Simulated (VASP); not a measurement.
# Os4C (Pm-3m) in VASP: relaxation of cell and atoms with PBE

Aim: the relaxation of cell and atoms of Os4C with PBE.

Everything below comes from runs of VASP 6.6.1. Logs are shortened: lines on timing, memory, paths and dates and some standing lists are left out, and cuts for length are marked.

**1. The cell of the first run**

Symmetry: Pm-3m, No. 221, cubic system. The conventional cell has a = 4.031 Å, b = 4.031 Å, c = 4.031 Å, α = 90.00°, β = 90.00°, γ = 90.00°. Within 2.7 Å of Os (site symmetry 4/mmm) lie 2 C at 2.02 Å. Within 3.8 Å of Os (site symmetry m-3m) lie 12 Os at 2.85 Å and 8 C at 3.49 Å. C (site symmetry m-3m) has 6 Os at 2.02 Å within 2.7 Å.

The cell was generated, and may not be a known phase.

**2. Relaxation of cell and atoms, PBE**

Contents of INCAR:

```
SYSTEM = Os4C
ALGO = Normal ; EDIFF = 1E-7
EDIFFG = -0.01 ; ENCUT = 600
GGA = PE ; IBRION = 2
ISIF = 3 ; ISMEAR = 0
LASPH = .True. ; LCHARG = .False.
LREAL = .False. ; LWAVE = .False.
NELM = 80 ; NSW = 100
PREC = Accurate ; SIGMA = 0.1
```

Contents of KPOINTS:

```
k-points
0
Gamma
  10 10 10
  0 0 0
```

Contents of POSCAR:

```
Os4C
1.0
    4.0308998721      0.0000000000      0.0000000000
    0.0000000000      4.0308998721      0.0000000000
    0.0000000000      0.0000000000      4.0308998721
Os C
4 1
Direct
    0.5000000000      0.0000000000      0.0000000000
    0.0000000000      0.5000000000      0.0000000000
    0.0000000000      0.0000000000      0.5000000000
    0.5000000000      0.5000000000      0.5000000000
    0.0000000000      0.0000000000      0.0000000000
```

Potentials or basis: VASP PAW PBE potentials, release 64 (Os, C).

Launch:

```sh
> cat potpaw_PBE.64/Os/POTCAR potpaw_PBE.64/C/POTCAR > POTCAR
> mpirun -np 1 vasp_std > vasp.out
```

OUTCAR:

```text
SYSTEM = Os4C
   EDIFF = 1E-7
   EDIFFG = -0.01
   ENCUT = 600
   GGA = PE
   IBRION = 2
   ISIF = 3
   ISMEAR = 0
   LASPH = .True.
   LREAL = .False.
   NELM = 80
   NSW = 100
   PREC = Accurate

 ion  position               nearest neighbor table
   1  0.500  0.000  0.000-   5 2.02   5 2.02   4 2.85   2 2.85   3 2.85   4 2.85   2 2.85   4 2.85
                             4 2.85   2 2.85   3 2.85   3 2.85   3 2.85   2 2.85
   2  0.000  0.500  0.000-   5 2.02   5 2.02   4 2.85   1 2.85   3 2.85   4 2.85   1 2.85   3 2.85
                             3 2.85   3 2.85   1 2.85   4 2.85   4 2.85   1 2.85
   3  0.000  0.000  0.500-   5 2.02   5 2.02   4 2.85   1 2.85   1 2.85   2 2.85   2 2.85   2 2.85
                             4 2.85   2 2.85   1 2.85   4 2.85   1 2.85   4 2.85
   4  0.500  0.500  0.500-   1 2.85   2 2.85   3 2.85   1 2.85   2 2.85   1 2.85   3 2.85   1 2.85
                             2 2.85   3 2.85   2 2.85   3 2.85
   5  0.000  0.000  0.000-   1 2.02   2 2.02   3 2.02   3 2.02   2 2.02   1 2.02

  LATTYP: Found a simple cubic cell.
 ALAT       =     4.0308998721

  Lattice vectors:

 A1 = (   4.0308998721,   0.0000000000,   0.0000000000)
 A2 = (   0.0000000000,   4.0308998721,   0.0000000000)
 A3 = (   0.0000000000,   0.0000000000,   4.0308998721)

Analysis of symmetry for initial positions (statically):
=====================================================================
 Subroutine PRICEL returns:
 Original cell was already a primitive cell.

 Routine SETGRP: Setting up the symmetry group for a
 simple cubic supercell.

 Subroutine GETGRP returns: Found 48 space group operations
 (whereof 48 operations were pure point group operations)
 out of a pool of 48 trial point group operations.

The static configuration has the point symmetry O_h .

Analysis of symmetry for dynamics (positions and initial velocities):
=====================================================================
 Subroutine PRICEL returns:
 Original cell was already a primitive cell.

 Routine SETGRP: Setting up the symmetry group for a
 simple cubic supercell.

 Subroutine GETGRP returns: Found 48 space group operations
 (whereof 48 operations were pure point group operations)
 out of a pool of 48 trial point group operations.

The dynamic configuration has the point symmetry O_h .

 Subroutine INISYM returns: Found 48 space group operations
 (whereof 48 operations are pure point group operations),
 and found     1 'primitive' translations

----------------------------------------------------------------------------------------

[... 109 lines left out ...]
   NELECT =      36.0000    total number of electrons
   NUPDOWN=      -1.0000    fix difference up-down
   EMIN   =  10.00;   EMAX   =-10.00  energy-range for DOS
   EFERMI =   0.00;   METHOD = LEGACY
   ISMEAR =     0;   SIGMA  =   0.10  broadening in eV -4-tet -1-fermi 0-gaus
   EFERMI_NEDOS =   21; number of points for ismear=-14 and -15
   IALGO  =     38    algorithm
   IMIX   =      4    mixing-type and parameters
     AMIX     =   0.40;   BMIX     =  1.00
     AMIX_MAG =   1.60;   BMIX_MAG =  1.00
  volume/ion in A,a.u.               =      13.10        88.40
  Fermi-wavevector in a.u.,A,eV,Ry     =   1.341036  2.534190 24.468399  1.798377
  Thomas-Fermi vector in A             =   2.469301
   LORBIT       =      0    0 simple, 1 ext, 2 COOP (PROOUT), +10 PAW based schemes
   GGA     = PE    functional components
   LHFCALC =     F    Hartree Fock is set to
   AEXX    =    0.0000 exact exchange contribution
   IVDW    =     0    specifies the selected vdW correction
   LEPSILON=     F    determine dielectric tensor
   LRPA    =     F    only Hartree local field effects (RPA)
 conjugate gradient relaxation of ions
 non-spin polarized calculation
 Gauss-broadening in eV      SIGMA  =   0.10
  energy-cutoff  :      600.00
  volume of cell :       65.49
 maximum number of plane-waves:      2272
   NGX = 17   NGY = 17   NGZ = 17

--------------------------------------- Ionic step        1  -------------------------------------------

 number of electron      35.9999998 magnetization

 Free energy of the ion-electron system (eV)
  ---------------------------------------------------
  ext. energy  EPLUGINS =         0.00000000
  ---------------------------------------------------
  free energy    TOTEN  =       -50.72047538 eV

  energy without entropy =      -50.70015369  energy(sigma->0) =      -50.71031454

------------------------ aborting loop because EDIFF is reached ----------------------------------------

  FORCE on cell =-STRESS in cart. coord.  units (eV):
  Direction    XX          YY          ZZ          XY          YZ          ZX
  --------------------------------------------------------------------------------------
  -------------------------------------------------------------------------------------
  Total        0.3441210      0.3441210      0.3441210     -0.0000000     -0.0000000     -0.0000000
  in kB        8.4181310      8.4181310      8.4181310     -0.0000000     -0.0000000     -0.0000000
  external PRESSURE =       8.4181310 kB  Pullay stress =       0.0000000 kB
[... 65 lines left out ...]
--------------------------------------- Ionic step        3  -------------------------------------------

 number of electron      35.9999997 magnetization

 Free energy of the ion-electron system (eV)
  ---------------------------------------------------
  ext. energy  EPLUGINS =         0.00000000
  ---------------------------------------------------
  free energy    TOTEN  =       -50.72085472 eV

  energy without entropy =      -50.70040855  energy(sigma->0) =      -50.71063164

 E-fermi :   8.8372     XC(G=0): -13.5876

 val. band max:        8.8241098823   @ k =   0.2000   0.2000   0.1000
 cond. band min:       8.8379785728   @ k =   0.5000   0.3000   0.1000
 fundamental gap:      0.0138686905
 Fermi energy:         8.8371513059

 k-point     1 :       0.0000    0.0000    0.0000
  band No.  band energies     occupation
      1      -7.3372      2.00000
      2      -0.0867      2.00000
      3       2.3292      2.00000
      4       2.3292      2.00000
      5       2.3538      2.00000
      6       2.3538      2.00000
[... 589 lines left out ...]
     21       9.9771      0.00000
     22      10.3439      0.00000

 [... further k-points ...]

------------------------ aborting loop because EDIFF is reached ----------------------------------------

  FORCE on cell =-STRESS in cart. coord.  units (eV):
  Direction    XX          YY          ZZ          XY          YZ          ZX
  --------------------------------------------------------------------------------------
  -------------------------------------------------------------------------------------
  Total        0.0053654      0.0053654      0.0053654      0.0000000      0.0000000     -0.0000000
  in kB        0.1309539      0.1309539      0.1309539      0.0000000      0.0000000     -0.0000000
  external PRESSURE =       0.1309539 kB  Pullay stress =       0.0000000 kB
[... 20 lines left out ...]
  FREE ENERGIE OF THE ION-ELECTRON SYSTEM (eV)
  ---------------------------------------------------
  free  energy   TOTEN  =       -50.7208547247 eV

  energy  without entropy=      -50.7004085513  energy(sigma->0) =      -50.71063164

 reached required accuracy - stopping structural energy minimisation
```

OSZICAR:

```text
N       E                     dE             d eps       ncg     rms          rms(c)
DAV:   1     0.313861142899E+03    0.31386E+03   -0.18640E+04  2464   0.178E+03
DAV:   2    -0.170992768408E+02   -0.33096E+03   -0.32049E+03  2488   0.552E+02
DAV:   3    -0.538846600981E+02   -0.36785E+02   -0.35577E+02  3716   0.124E+02
[... 30 lines left out ...]
DAV:   4    -0.507208324276E+02    0.10891E-02   -0.48753E-03  3714   0.594E-01    0.461E-02
DAV:   5    -0.507208444286E+02   -0.12001E-04   -0.28725E-04  3214   0.131E-01    0.351E-02
DAV:   6    -0.507208507830E+02   -0.63544E-05   -0.18911E-05  3732   0.343E-02    0.154E-02
DAV:   7    -0.507208546698E+02   -0.38868E-05   -0.51569E-06  2926   0.140E-02    0.349E-03
DAV:   8    -0.507208547247E+02   -0.54869E-07   -0.95044E-07  3214   0.641E-03
   3 F= -.50720855E+02 E0= -.50710632E+02  d E =-.379340E-03
```

It took 97 s on 1 thread of Intel Xeon Platinum 8488C (Sapphire Rapids), shared host; peak memory 0.24 GiB.

What came out:

* Free energy: -50.7209 eV
* Relaxed volume: 13.13 Å³/atom
* Relaxed cell: a = 4.034 Å, b = 4.034 Å, c = 4.034 Å, α = 90.00°, β = 90.00°, γ = 90.00°
* Space group after relaxing (to 0.1 Å): Pm-3m (No. 221)
* Energy gained by relaxing: 0.1 meV/atom
* Ionic steps: 3
* Pressure after relaxing: 0.0 GPa
* Band gap on the k mesh: zero (bands 18 and 19 overlap by 2.05 eV)

The path:
| step | energy change (eV) | largest force (eV/Å) | pressure (GPa) | volume (Å³) |
| --- | --- | --- | --- | --- |
| 1 | 0.0000 | 0.0000 | 0.84 | 65.49 |
| 2 | 0.0040 | 0.0000 | -2.71 | 66.15 |
| 3 | -0.0004 | 0.0000 | 0.01 | 65.64 |

Final structure:
```
Os C
1.0
     4.03395    0.00000    0.00000
     0.00000    4.03395    0.00000
     0.00000    0.00000    4.03395
Os C
4 1
Cartesian
  2.0170 0.0000 0.0000
  0.0000 2.0170 0.0000
  0.0000 0.0000 2.0170
  2.0170 2.0170 2.0170
  0.0000 0.0000 0.0000
```

Levels at points of the mesh, in eV from the Fermi level:
| k point | band 16 | band 17 | band 18 | band 19 | band 20 | band 21 |
| --- | --- | --- | --- | --- | --- | --- |
| (0.00, 0.00, 0.00) | 1.06 | 1.06 | 1.36 | 1.48 | 1.48 | 1.48 |
| (0.50, 0.00, 0.00) | -1.40 | -1.36 | -1.21 | -0.69 | 0.62 | 1.14 |
| (0.50, 0.50, 0.00) | -1.18 | -1.13 | -0.67 | -0.67 | -0.61 | 1.94 |
| (0.50, 0.50, 0.50) | -0.74 | 0.71 | 0.71 | 0.71 | 1.11 | 1.11 |

Caveat: spin-orbit coupling is left out, which moves the levels of the heavy elements.
